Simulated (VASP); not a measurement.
A run of VASP 6.6.1:

Contents of INCAR:

```
SYSTEM = Si4O7
PREC = Accurate
ENCUT = 520
EDIFF = 1E-6
ISMEAR = 0
SIGMA = 0.05
LREAL = .FALSE.
LASPH = .TRUE.
NELM = 60
ALGO = Normal
ISIF = 2
LWAVE = .FALSE.
LCHARG = .FALSE.
GGA = CA
NBANDS = 40
```

Contents of KPOINTS:

```
Automatic mesh
0
G
  6 6 6
  0 0 0
```

Contents of POSCAR:

```
Si4O7
1.0
    0.0000000000      4.1548619959     -2.6614337333
    0.0000000000     -4.1548619959     -2.6614337333
   -4.1548619959      0.0000000000      2.6614337333
Si O
4 7
Direct
    0.2500000000      0.7500000000      0.5000000000
    0.7500000000      0.2500000000      0.5000000000
    0.0000000000      0.0000000000      1.0000000000
    0.5000000000      0.5000000000      1.0000000000
    1.0000000000      0.3055647994      0.3055647994
    0.5555647994      0.7500000000      0.8055647994
    0.0555647994      0.2500000000      0.8055647994
    0.0000000000      0.6944352006      0.6944352006
    0.5000000000      0.2430440008      0.7430440008
    0.9444352006      0.7500000000      0.1944352006
    0.4444352006      0.2500000000      0.1944352006
```

Potentials or basis: VASP PAW LDA potentials, release 64 (Si, O).

Launch:

```console
$ cat potpaw_LDA.64/Si/POTCAR potpaw_LDA.64/O/POTCAR > POTCAR
$ mpirun -np 1 vasp_std > vasp.out
```

Hardware: 1 thread of Intel(R) Xeon(R) 6975P-C (Granite Rapids) (shared host).

**Question.** Estimate the wall time of this run.

**Answer.** Wall time 110 s on 1 thread of Intel(R) Xeon(R) 6975P-C (Granite Rapids), on a shared host, peak memory 0.25 GiB. Counts: scf iterations 13, k points 46.
